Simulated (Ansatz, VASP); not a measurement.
# One calculation of YInCu4, two programs

The input INCAR:

```
PREC = Accurate
ENCUT = 520
EDIFF = 1E-6
ISMEAR = -1
SIGMA = 0.15
LREAL = False
LASPH = True
NELM = 80
ALGO = Normal
ISIF = 2
LWAVE = False
LCHARG = False
NBANDS = 43
```

The input KPOINTS:

```
regular mesh
0
Gamma
  6 6 6
```

POSCAR

```
YInCu4
1.0
    0.0000000000      3.5889600000      3.5889600000
    3.5889600000      0.0000000000      3.5889600000
    3.5889600000      3.5889600000      0.0000000000
Y In Cu
1 1 4
Direct
    0.0000000000      0.0000000000      0.0000000000
    0.7500000000      0.7500000000      0.7500000000
    0.3753350000      0.3753350000      0.3753350000
    0.8739950000      0.3753350000      0.3753350000
    0.3753350000      0.3753350000      0.8739950000
    0.3753350000      0.8739950000      0.3753350000
```

Input for Ansatz:

```yaml
crystal:
  lattice:
    - [0.0, 3.58896, 3.58896]
    - [3.58896, 0.0, 3.58896]
    - [3.58896, 3.58896, 0.0]
  atoms:
    - { symbol: "Y", position: [0.0, 0.0, 0.0] }
    - { symbol: In, position: [0.75, 0.75, 0.75] }
    - { symbol: Cu, position: [0.375335, 0.375335, 0.375335] }
    - { symbol: Cu, position: [0.873995, 0.375335, 0.375335] }
    - { symbol: Cu, position: [0.375335, 0.375335, 0.873995] }
    - { symbol: Cu, position: [0.375335, 0.873995, 0.375335] }
kpoints:
  mp_grid:
    grid: [6, 6, 6]
hamiltonian:
  xc: lda
scf:
  occupations:
    method: fermi_dirac
    width: 0.15
basis:
  ecutwfc: "35 Ry"
output:
  forces: true
  stress: true
```

Alike in both runs: task single point; functional LDA; k mesh 6 × 6 × 6; occupations fermi-dirac, width 0.15 eV; no spin polarisation.

```csv
,VASP,Ansatz
version,VASP 6.6.1,Ansatz 0.2.0
potentials or method,"VASP PAW LDA potentials, release 64 (Y_sv, In_d, Cu), cutoff 520 eV","plane waves, PAW"
valence electrons in the cell,68,100
```

```csv
,VASP,Ansatz,Ansatz less VASP
pressure (GPa),-6.1,-6.6,-0.52
rms of the force components (eV/Å),0.002,0.005,+0.0022
```

LDA's correlation is that of Perdew and Zunger in VASP and of Perdew and Wang (1992) in Ansatz. Atom by atom the forces differ by 0.002 eV/Å (rms over components). VASP's potentials hold 68 valence electrons a cell and Ansatz's 100, so a difference there can come from the potentials and not from the codes.
